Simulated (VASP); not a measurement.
Wanted: the native input for a VASP 6.6.1 run.

| Item | Value |
| --- | --- |
| Task | relaxation of cell and atoms |
| Functional | r2SCAN |
| Potentials or basis | VASP PAW PBE potentials, release 64 (Au) |
| Cutoff | 550 eV |
| k mesh | 8 × 8 × 8 |
| Occupations | gaussian, width 0.1 eV |
| Spin | no spin polarisation |
| Dipole correction | no |
| Further INCAR settings | ALGO = Normal; EDIFF = 1e-07; IBRION = 2; EDIFFG = -0.05; NSW = 80; ISIF = 3 |

The system is Au.

```
Au
1.0
    -1.56468    1.56468    1.56468
     1.56468   -1.56468    1.56468
     1.56468    1.56468   -1.56468
Au
1
Cartesian
  0.0000 0.0000 0.0000
```

This isn't the form of Au at room conditions, which is fcc.

These files were run (other wordings do the same):

POSCAR

```
Au
1.0
   -1.5646771748      1.5646771748      1.5646771748
    1.5646771748     -1.5646771748      1.5646771748
    1.5646771748      1.5646771748     -1.5646771748
Au
1
Direct
    0.0000000000      0.0000000000      0.0000000000
```

INCAR.step1

```
SYSTEM = Au
ALGO = Normal
EDIFF = 1E-5
EDIFFG = -0.005
ENCUT = 550
GGA = PE
GGA_COMPAT = .False.
IBRION = 2
ISIF = 3
ISMEAR = 0
LASPH = .True.
LCHARG = .False.
LREAL = .False.
LWAVE = .True.
NELM = 120
NELMIN = 4
NSW = 100
PREC = Accurate
SIGMA = 0.1
```

INCAR.step2

```
SYSTEM = Au
ALGO = Normal
EDIFF = 1E-7
EDIFFG = -0.05
ENCUT = 550
GGA_COMPAT = .False.
IBRION = 2
ISIF = 3
ISMEAR = 0
ISTART = 1
LASPH = .True.
LCHARG = .False.
LMIXTAU = .True.
LREAL = .False.
LWAVE = .False.
METAGGA = R2SCAN
NELM = 120
NELMIN = 4
NSW = 80
PREC = Accurate
SIGMA = 0.1
```

KPOINTS

```
k-points
0
Gamma
  8 8 8
  0 0 0
```

Potentials or basis: VASP PAW PBE potentials, release 64 (Au).

The run is started by

```console
$ cat potpaw_PBE.64/Au/POTCAR > POTCAR
$ cp INCAR.step1 INCAR
$ mpirun -np 1 vasp_std > vasp.out
$ cp INCAR.step2 INCAR
$ mpirun -np 1 vasp_std > vasp.out
```

It gave:

* Relaxed volume: 17.62 Å³/atom
* Relaxed cell: a = 2.840 Å, b = 2.840 Å, c = 2.840 Å, α = 109.47°, β = 109.47°, γ = 109.47°
* Space group after relaxing (to 0.1 Å): Im-3m (No. 229)
* Energy gained by relaxing: 193.3 meV/atom
* Ionic steps: 5
* Pressure after relaxing: 0.0 GPa
* Band gap on the k mesh: zero (an odd number of electrons rules out a gap without spin polarisation)

Caveat: the volume moved by over 15 % at a fixed basis, so the end points are rough; the PAW data sets were made with another functional, which shifts forces and pressure a little; spin-orbit coupling is left out, which moves the levels of the heavy elements.

Run time: 59 s on 1 thread of Intel(R) Xeon(R) 6975P-C (Granite Rapids), with other jobs on the host, peak memory 0.15 GiB.
